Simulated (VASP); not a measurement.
Write the native input for VASP 6.6.1 that does the following.

```
Task                   : single point
Functional             : r2SCAN
Potentials or basis    : VASP PAW PBE potentials, release 64 (Ga_d)
Cutoff                 : 520 eV
k mesh                 : 15 × 15 × 15
Occupations            : fermi-dirac, width 0.1 eV
Spin                   : no spin polarisation
Dipole correction      : no
Further INCAR settings : ALGO = Normal; EDIFF = 1e-07; NBANDS = 12
```

Ga:

```xyz
1
Lattice="-1.6571 1.6571 1.6571 1.6571 -1.6571 1.6571 1.6571 1.6571 -1.6571" Properties=species:S:1:pos:R:3 pbc="T T T"
Ga    0.0000    0.0000    0.0000
```

The input as run:

POSCAR

```
Ga
1.0
   -1.6570776211      1.6570776211      1.6570776211
    1.6570776211     -1.6570776211      1.6570776211
    1.6570776211      1.6570776211     -1.6570776211
Ga
1
Direct
    0.0000000000      0.0000000000      0.0000000000
```

INCAR.step1

```
SYSTEM = Ga
PREC = Accurate
ENCUT = 520
ISMEAR = -1
SIGMA = 0.1
LREAL = .FALSE.
LASPH = .TRUE.
NELM = 80
NBANDS = 12
GGA = PE
ALGO = Normal
EDIFF = 1E-4
LWAVE = .TRUE.
LCHARG = .FALSE.
```

INCAR.step2

```
SYSTEM = Ga
PREC = Accurate
ENCUT = 520
EDIFF = 1E-7
ISMEAR = -1
SIGMA = 0.1
LREAL = .FALSE.
LASPH = .TRUE.
NELM = 80
ALGO = Normal
ISIF = 2
LWAVE = .FALSE.
LCHARG = .TRUE.
METAGGA = R2SCAN
LMIXTAU = .TRUE.
LELF = .TRUE.
LVHAR = .TRUE.
NBANDS = 12
ISTART = 1
```

KPOINTS

```
Automatic mesh
0
G
  15 15 15
  0 0 0
```

Potentials or basis: VASP PAW PBE potentials, release 64 (Ga_d).

Launch:

```console
$ cat potpaw_PBE.64/Ga_d/POTCAR > POTCAR
$ cp INCAR.step1 INCAR
$ mpirun -np 1 vasp_std > vasp.out
$ cp INCAR.step2 INCAR
$ mpirun -np 1 vasp_std > vasp.out
```

Results of the run:

The pressure is -0.1 GPa.

Caveat: the PAW data sets were made with another functional, which shifts forces and pressure a little.

It took 57 s on 1 thread of Intel(R) Xeon(R) Platinum 8259CL CPU @ 2.50GHz (Skylake/Cascade Lake), on a shared host, peak memory 0.16 GiB.
